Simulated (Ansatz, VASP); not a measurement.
SiC: VASP beside Ansatz

```
Si C
1.0
     3.05286    0.00000    0.00000
    -1.52643    2.64385    0.00000
     0.00000    0.00000    4.62478
Si C
2 2
Cartesian
  0.0000 1.7626 -0.0110
  1.5264 0.8813 2.3014
  0.0000 1.7626 1.7915
  1.5264 0.8813 4.1039
```

Alike in both runs: functional LDA; k mesh 12 × 12 × 6; occupations gaussian, width 0.05 eV; no spin polarisation.

Ansatz relaxed the structure, and its values are those at the end. VASP's run is a single point on that final structure, the one shown.

|  | VASP | Ansatz |
| --- | --- | --- |
| version | VASP 6.6.1 | Ansatz 0.2.0 |
| potentials or method | VASP PAW LDA potentials, release 64 (Si, C), cutoff 520 eV | scalar-relativistic, plane waves, PAW |
| valence electrons in the cell | 16 | 16 |

Ansatz gave:

```
gap on the k mesh at the Fermi level (eV) : 1.60
least direct gap on the mesh (eV)         : 3.40
pressure (GPa)                            : 22.0
```

**Question.** Which values does VASP return?

**Answer.** gap on the k mesh at the Fermi level (eV): 1.59; least direct gap on the mesh (eV): 3.38; pressure (GPa): 22.4.

Ansatz warns that its potentials were made for another functional, while VASP's fit it. LDA's correlation is that of Perdew and Zunger in VASP and of Perdew and Wang (1992) in Ansatz. Ansatz's warnings: stress scf threshold loose.
